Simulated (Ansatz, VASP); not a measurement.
HCl: VASP beside Ansatz

INCAR

```
  PREC = Accurate
  ENCUT = 520
  EDIFF = 1E-7
  ISMEAR = 0
  SIGMA = 0.15
  LREAL = False
  LASPH = True
  NELM = 60
  ALGO = Normal
  ISIF = 2
  LWAVE = False
  LCHARG = True
  GGA = PS
  LELF = True
  LVHAR = True
  NBANDS = 11
```

Contents of KPOINTS:

```
Automatic mesh
0
Gamma
  16 16 16
```

Contents of POSCAR:

```
HCl
1.0
    1.4485034599      3.6212586498      3.6212586498
    3.6212586498      1.4485034599      3.6212586498
    3.6212586498      3.6212586498      1.4485034599
H Cl
1 1
Direct
    0.0000000000      0.0000000000      0.0000000000
    0.5000000000      0.5000000000      0.5000000000
```

Input for Ansatz:

```yaml
crystal:
  lattice:
    - [1.4485034599, 3.6212586498, 3.6212586498]
    - [3.6212586498, 1.4485034599, 3.6212586498]
    - [3.6212586498, 3.6212586498, 1.4485034599]
  atoms:
    - { symbol: H, position: [0.0, 0.0, 0.0] }
    - { symbol: Cl, position: [0.5, 0.5, 0.5] }
basis:
  ecutwfc: 420
kpoints:
  mp_grid: { grid: [16, 16, 16] }
hamiltonian:
  xc: pbesol
scf:
  occupations: { method: gaussian, width: 0.15 }
output:
  forces: true
  stress: true
  eigenvalues: true
```

Alike in both runs: task single point; functional PBEsol; k mesh 16 × 16 × 16; occupations gaussian, width 0.15 eV; no spin polarisation.

```csv
,VASP,Ansatz
version,VASP 6.6.1,Ansatz 0.2.0
potentials or method,"VASP PAW PBE potentials, release 64 (H, Cl), cutoff 520 eV","scalar-relativistic, plane waves, PAW"
valence electrons in the cell,8,8
```

Ansatz gave:

| Quantity | Value |
| --- | --- |
| gap on the k mesh at the Fermi level (eV) | none |
| pressure (GPa) | -6.4 |
| traceless stress, the component that is largest in VASP (GPa) | -1.22 |

Task: Estimate VASP's values.

Result: gap on the k mesh at the Fermi level (eV): none; pressure (GPa): -6.5; traceless stress, the component that is largest in VASP (GPa): -1.22.

VASP's potentials were made for PBE, not for PBEsol. A gap of «none» marks a metal or a gap that the smearing closes.
